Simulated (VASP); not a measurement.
# CO (Fm-3m) in VASP: a series of runs

Runs on CO. Level: PBE. Tasks: relaxation of cell and atoms, single point.

All numbers are computed with VASP 6.6.1; they aren't measurements. Logs are shortened: lines on timing, memory, paths and dates and some standing lists are left out, and cuts for length are marked.

**1. The cell of the first run**

Symmetry: Fm-3m, No. 225, cubic system. The conventional cell has a = 3.975 Å, b = 3.975 Å, c = 3.975 Å, α = 90.00°, β = 90.00°, γ = 90.00°. C (site symmetry m-3m) has 6 O at 1.99 Å within 2.6 Å. O (site symmetry m-3m) has 6 C at 1.99 Å within 2.6 Å.

**2. Relaxation of cell and atoms, PBE**

INCAR reads:

```
  ALGO = Normal
  EDIFF = 1E-7
  EDIFFG = -0.01
  ENCUT = 600
  GGA = PE
  GGA_COMPAT = F
  IBRION = 2
  ISIF = 3
  ISMEAR = 0
  LASPH = T
  LCHARG = F
  LREAL = F
  LWAVE = F
  NELM = 120
  NELMIN = 4
  NSW = 100
  PREC = Accurate
  SIGMA = 0.01
```

KPOINTS reads:

```
k-points
0
Gamma
  16 16 16
```

POSCAR reads:

```
CO
1.0
    0.0000000000      1.9877274082      1.9877274082
    1.9877274082      0.0000000000      1.9877274082
    1.9877274082      1.9877274082      0.0000000000
C O
1 1
Direct
    0.0000000000      0.0000000000      0.0000000000
    0.5000000000      0.5000000000      0.5000000000
```

Potentials or basis: VASP PAW PBE potentials, release 64 (C, O).

Launch:

```bash
$ cat potpaw_PBE.64/C/POTCAR potpaw_PBE.64/O/POTCAR > POTCAR
$ mpirun -np 1 vasp_std > vasp.out
```

OUTCAR:

```text
EDIFF = 1E-7
   EDIFFG = -0.01
   ENCUT = 600
   GGA = PE
   IBRION = 2
   ISIF = 3
   ISMEAR = 0
   LASPH = T
   LREAL = F
   NELM = 120
   NELMIN = 4
   NSW = 100
   PREC = Accurate

 ion  position               nearest neighbor table
   1  0.000  0.000  0.000-   2 1.99   2 1.99   2 1.99   2 1.99   2 1.99   2 1.99
   2  0.500  0.500  0.500-   1 1.99   1 1.99   1 1.99   1 1.99   1 1.99   1 1.99

  LATTYP: Found a face centered cubic cell.
 ALAT       =     3.9754548164

  Lattice vectors:

 A1 = (   0.0000000000,   1.9877274082,   1.9877274082)
 A2 = (   1.9877274082,   0.0000000000,   1.9877274082)
 A3 = (   1.9877274082,   1.9877274082,   0.0000000000)

Analysis of symmetry for initial positions (statically):
=====================================================================
 Subroutine PRICEL returns:
 Original cell was already a primitive cell.

 Routine SETGRP: Setting up the symmetry group for a
 face centered cubic supercell.

 Subroutine GETGRP returns: Found 48 space group operations
 (whereof 48 operations were pure point group operations)
 out of a pool of 48 trial point group operations.

The static configuration has the point symmetry O_h .

Analysis of symmetry for dynamics (positions and initial velocities):
=====================================================================
 Subroutine PRICEL returns:
 Original cell was already a primitive cell.

 Routine SETGRP: Setting up the symmetry group for a
 face centered cubic supercell.

 Subroutine GETGRP returns: Found 48 space group operations
 (whereof 48 operations were pure point group operations)
 out of a pool of 48 trial point group operations.

The dynamic configuration has the point symmetry O_h .

 Subroutine INISYM returns: Found 48 space group operations
 (whereof 48 operations are pure point group operations),
 and found     1 'primitive' translations

----------------------------------------------------------------------------------------

                                     Primitive cell

  volume of cell :      15.7073

  direct lattice vectors                    reciprocal lattice vectors
     0.000000000  1.987727408  1.987727408    -0.251543546  0.251543546  0.251543546
     1.987727408  0.000000000  1.987727408     0.251543546 -0.251543546  0.251543546
     1.987727408  1.987727408  0.000000000     0.251543546  0.251543546 -0.251543546

  length of vectors
     2.811071059  2.811071059  2.811071059     0.435686201  0.435686201  0.435686201

  position of ions in fractional coordinates (direct lattice)
     0.000000000  0.000000000  0.000000000
     0.500000000  0.500000000  0.500000000

  ion indices of the primitive-cell ions
   primitive index   ion index
                 1           1
                 2           2

----------------------------------------------------------------------------------------

 KPOINTS: k-points

Automatic generation of k-mesh.
 Grid dimensions read from file:
 generate k-points for:   16   16   16

 Generating k-lattice:

  Cartesian coordinates                     Fractional coordinates (reciprocal lattice)
    -0.015721472  0.015721472  0.015721472     0.062500000  0.000000000  0.000000000
     0.015721472 -0.015721472  0.015721472     0.000000000  0.062500000  0.000000000
     0.015721472  0.015721472 -0.015721472     0.000000000  0.000000000  0.062500000

  Length of vectors
     0.027230388  0.027230388  0.027230388

  Shift w.r.t. Gamma in fractional coordinates (k-lattice)
     0.000000000  0.000000000  0.000000000

 Subroutine IBZKPT returns following result:
 ===========================================

 Found    145 irreducible k-points:

[... 53 lines left out ...]
   POTIM  = 0.5000    time-step for ionic-motion
   TEBEG  =    0.0;   TEEND  =   0.0 temperature during run
   PSTRESS=    0.0 pullay stress
   NELECT =      10.0000    total number of electrons
   NUPDOWN=      -1.0000    fix difference up-down
   EMIN   =  10.00;   EMAX   =-10.00  energy-range for DOS
   EFERMI =   0.00;   METHOD = LEGACY
   ISMEAR =     0;   SIGMA  =   0.01  broadening in eV -4-tet -1-fermi 0-gaus
   EFERMI_NEDOS =   21; number of points for ismear=-14 and -15
   IALGO  =     38    algorithm
   IMIX   =      4    mixing-type and parameters
     AMIX     =   0.40;   BMIX     =  1.00
     AMIX_MAG =   1.60;   BMIX_MAG =  1.00
  volume/ion in A,a.u.               =       7.85        53.00
  Fermi-wavevector in a.u.,A,eV,Ry     =   1.408342  2.661380 26.986150  1.983426
  Thomas-Fermi vector in A             =   2.530509
   LORBIT       =      0    0 simple, 1 ext, 2 COOP (PROOUT), +10 PAW based schemes
   GGA     = PE    functional components
   LHFCALC =     F    Hartree Fock is set to
   AEXX    =    0.0000 exact exchange contribution
   IVDW    =     0    specifies the selected vdW correction
   LEPSILON=     F    determine dielectric tensor
   LRPA    =     F    only Hartree local field effects (RPA)
 conjugate gradient relaxation of ions
 non-spin polarized calculation
 Gauss-broadening in eV      SIGMA  =   0.01
  energy-cutoff  :      600.00
  volume of cell :       15.71
 maximum number of plane-waves:       544
   NGX = 11   NGY = 11   NGZ = 11

--------------------------------------- Ionic step        1  -------------------------------------------

 number of electron      10.0000001 magnetization

 Free energy of the ion-electron system (eV)
  ---------------------------------------------------
  ext. energy  EPLUGINS =         0.00000000
  ---------------------------------------------------
  free energy    TOTEN  =        -9.44643167 eV

  energy without entropy =       -9.44643167  energy(sigma->0) =       -9.44643167

------------------------ aborting loop because EDIFF is reached ----------------------------------------

  FORCE on cell =-STRESS in cart. coord.  units (eV):
  Direction    XX          YY          ZZ          XY          YZ          ZX
  --------------------------------------------------------------------------------------
  -------------------------------------------------------------------------------------
  Total       -0.0380103     -0.0380103     -0.0380103      0.0000000      0.0000000     -0.0000000
  in kB       -3.8771362     -3.8771362     -3.8771362      0.0000000      0.0000000     -0.0000000
  external PRESSURE =      -3.8771362 kB  Pullay stress =       0.0000000 kB

 VOLUME and BASIS-vectors are now :
 -----------------------------------------------------------------------------
  energy-cutoff  :      600.00
  volume of cell :       15.71
      direct lattice vectors                 reciprocal lattice vectors
     0.000000000  1.987727408  1.987727408    -0.251543546  0.251543546  0.251543546
     1.987727408  0.000000000  1.987727408     0.251543546 -0.251543546  0.251543546
     1.987727408  1.987727408  0.000000000     0.251543546  0.251543546 -0.251543546

 POSITION                                       TOTAL-FORCE (eV/Angst)
 -----------------------------------------------------------------------------------
      0.00000      0.00000      0.00000         0.000000      0.000000      0.000000
      1.98773      1.98773      1.98773        -0.000000     -0.000000     -0.000000
 -----------------------------------------------------------------------------------
    total drift:                                0.000000     -0.000000      0.000000

  FREE ENERGIE OF THE ION-ELECTRON SYSTEM (eV)
  ---------------------------------------------------
  free  energy   TOTEN  =        -9.4464316733 eV

  energy  without entropy=       -9.4464316733  energy(sigma->0) =       -9.44643167

--------------------------------------- Ionic step        2  -------------------------------------------

 number of electron      10.0000002 magnetization

 Free energy of the ion-electron system (eV)
  ---------------------------------------------------
  ext. energy  EPLUGINS =         0.00000000
  ---------------------------------------------------
  free energy    TOTEN  =        -9.44647516 eV

  energy without entropy =       -9.44647516  energy(sigma->0) =       -9.44647516

 E-fermi :   5.7200     XC(G=0): -12.0497

 val. band max:        5.6658896825   @ k =  -0.4375   0.0625   0.0000
 cond. band min:       5.7680459306   @ k =  -0.4375   0.0625   0.0000
 fundamental gap:      0.1021562481
 Fermi energy:         5.7199974263

 k-point     1 :       0.0000    0.0000    0.0000
  band No.  band energies     occupation
      1     -16.3236      2.00000
      2      -0.5089      2.00000
      3       1.9110      2.00000
      4       1.9110      2.00000
      5       1.9110      2.00000
      6       9.5272      0.00000
      7       9.5272      0.00000
      8       9.5272      0.00000
      9      23.0048      0.00000
[... 265 lines left out ...]
 k-point    24 :      -0.0625    0.0625    0.0000
  band No.  band energies     occupation
      1     -16.1494      2.00000
      2      -1.4401      2.00000
      3       1.6992      2.00000
      4       2.0486      2.00000
      5       2.7320      2.00000
      6       9.0424      0.00000
      7       9.0637      0.00000
      8       9.5522      0.00000
      9      21.9838      0.00000

 [... further k-points ...]

------------------------ aborting loop because EDIFF is reached ----------------------------------------

  FORCE on cell =-STRESS in cart. coord.  units (eV):
  Direction    XX          YY          ZZ          XY          YZ          ZX
  --------------------------------------------------------------------------------------
  -------------------------------------------------------------------------------------
  Total        0.0072561      0.0072561      0.0072561     -0.0000000     -0.0000000     -0.0000000
  in kB        0.7421751      0.7421751      0.7421751     -0.0000000     -0.0000000     -0.0000000
  external PRESSURE =       0.7421751 kB  Pullay stress =       0.0000000 kB

 VOLUME and BASIS-vectors are now :
 -----------------------------------------------------------------------------
  energy-cutoff  :      600.00
  volume of cell :       15.66
      direct lattice vectors                 reciprocal lattice vectors
     0.000000000  1.985904944  1.985904944    -0.251774387  0.251774387  0.251774387
     1.985904944 -0.000000000  1.985904944     0.251774387 -0.251774387  0.251774387
     1.985904944  1.985904944 -0.000000000     0.251774387  0.251774387 -0.251774387

 POSITION                                       TOTAL-FORCE (eV/Angst)
 -----------------------------------------------------------------------------------
      0.00000      0.00000      0.00000        -0.000000     -0.000000      0.000000
      1.98590      1.98590      1.98590         0.000000      0.000000     -0.000000
 -----------------------------------------------------------------------------------
    total drift:                                0.000000     -0.000000      0.000000

  FREE ENERGIE OF THE ION-ELECTRON SYSTEM (eV)
  ---------------------------------------------------
  free  energy   TOTEN  =        -9.4464751607 eV

  energy  without entropy=       -9.4464751607  energy(sigma->0) =       -9.44647516

 reached required accuracy - stopping structural energy minimisation
```

Run time: 13 s. Hardware: 1 thread of Intel Xeon 6975P-C (Granite Rapids), shared host; peak memory 0.15 GiB.

Results:

```
Free energy                           : -9.4465 eV
Relaxed volume                        : 7.83 Å³/atom
Relaxed cell                          : a = 2.808 Å, b = 2.808 Å, c = 2.808 Å, α = 60.00°, β = 60.00°, γ = 60.00°
Space group after relaxing (to 0.1 Å) : Fm-3m (No. 225)
Energy gained by relaxing             : 0.0 meV/atom
Ionic steps                           : 2
Pressure after relaxing               : 0.1 GPa
Band gap on the k mesh                : 0.10 eV
```

Final structure:
```cif
data_structure
_symmetry_space_group_name_H-M 'P 1'
_symmetry_Int_Tables_number 1
_cell_length_a 2.8085
_cell_length_b 2.8085
_cell_length_c 2.8085
_cell_angle_alpha 60.000
_cell_angle_beta 60.000
_cell_angle_gamma 60.000
_cell_volume 15.66
loop_
_atom_site_label
_atom_site_type_symbol
_atom_site_fract_x
_atom_site_fract_y
_atom_site_fract_z
_atom_site_occupancy
C1 C 0.00000 0.00000 0.00000 1
O1 O 0.50000 0.50000 0.50000 1
```

Levels at points of the mesh, in eV from the valence-band top:
```tsv
k point	band 3	band 4	band 5	band 6	band 7	band 8
(0.00, 0.00, 0.00)	-3.75	-3.75	-3.75	3.86	3.86	3.86
(0.50, 0.00, 0.00)	-3.28	-3.28	-0.31	0.85	0.85	0.98
(0.50, 0.50, 0.00)	-7.83	-6.08	-6.08	4.80	4.80	5.44
```

**3. Single point, PBE**

This run uses another cell than the first one, of 7.80 Å³/atom.

INCAR reads:

```
PREC     = Accurate       # precision mode
ENCUT    = 600            # plane-wave cutoff, eV
EDIFF    = 1E-6           # SCF threshold, eV
ISMEAR   = 0              # smearing method
SIGMA    = 0.1            # smearing width, eV
LREAL    = False          # projectors in reciprocal space
LASPH    = True           # aspherical terms in the spheres
NELM     = 120            # most SCF steps
ALGO     = Normal         # electronic algorithm
ISIF     = 2              # what is computed and relaxed
LWAVE    = False          # write WAVECAR
LCHARG   = True           # write CHGCAR
GGA      = PE             # functional
LELF     = True           # ELF
LVHAR    = True         
NBANDS   = 12             # bands
GGA_COMPAT= False
```

KPOINTS reads:

```
Automatic mesh
0
Gamma
  6 6 6
```

POSCAR reads:

```
CO
1.0
    0.0000000000      1.9829863086      1.9829863086
    1.9829863086      0.0000000000      1.9829863086
    1.9829863086      1.9829863086      0.0000000000
C O
1 1
Direct
    0.0000000000      0.0000000000      0.0000000000
    0.5000000000      0.5000000000      0.5000000000
```

Potentials or basis: VASP PAW PBE potentials, release 64 (C, O).

Launch:

```bash
$ cat potpaw_PBE.64/C/POTCAR potpaw_PBE.64/O/POTCAR > POTCAR
$ mpirun -np 1 vasp_std > vasp.out
```

It took 4.8 s on 1 thread of Intel Xeon Platinum 8259CL at 2.50GHz (Skylake/Cascade Lake), shared host; peak memory 0.13 GiB.

Results (log left out):

```yaml
Free_energy: -9.4944 eV
Pressure: -0.3 GPa
Band_gap_on_the_k_mesh: 1.12 eV (least direct gap 1.16 eV)
```

Levels at points of the mesh, in eV from the valence-band top:
```
           k point  band 3  band 4  band 5  band 6  band 7  band 8
(0.00, 0.00, 0.00)   -3.50   -3.50   -3.50    4.18    4.18    4.18
(0.50, 0.00, 0.00)   -3.03   -3.03    0.00    1.16    1.16    1.29
(0.50, 0.50, 0.00)   -7.51   -5.83   -5.83    5.11    5.11    5.75
```

Caveat: the k points lie up to 0.46 Å⁻¹ apart. A k mesh can miss the band edges.
